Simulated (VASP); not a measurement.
Input of a VASP 6.6.1 run:

The input INCAR:

```
SYSTEM = Ge
PREC = Accurate
ENCUT = 520
EDIFF = 1E-6
ISMEAR = 0
SIGMA = 0.15
LREAL = .FALSE.
LASPH = .TRUE.
NELM = 100
ALGO = Normal
ISIF = 2
LWAVE = .FALSE.
LCHARG = .TRUE.
GGA = CA
LELF = .TRUE.
LVHAR = .TRUE.
NBANDS = 21
```

Contents of KPOINTS:

```
Automatic mesh
0
G
  16 16 16
  0 0 0
```

File POSCAR:

```
Ge
1.0
    0.0000000000      2.8109115346      2.8109115346
    2.8109115346      0.0000000000      2.8109115346
    2.8109115346      2.8109115346      0.0000000000
Ge
2
Direct
    0.5000000000      0.5000000000      0.5000000000
    0.7500000000      0.7500000000      0.7500000000
```

Potentials or basis: VASP PAW LDA potentials, release 64 (Ge_d).

The run is started by

```console
$ cat potpaw_LDA.64/Ge_d/POTCAR > POTCAR
$ mpirun -np 1 vasp_std > vasp.out
```

(1) Predict the pressure.

## Answers

(1) 0.3 GPa.
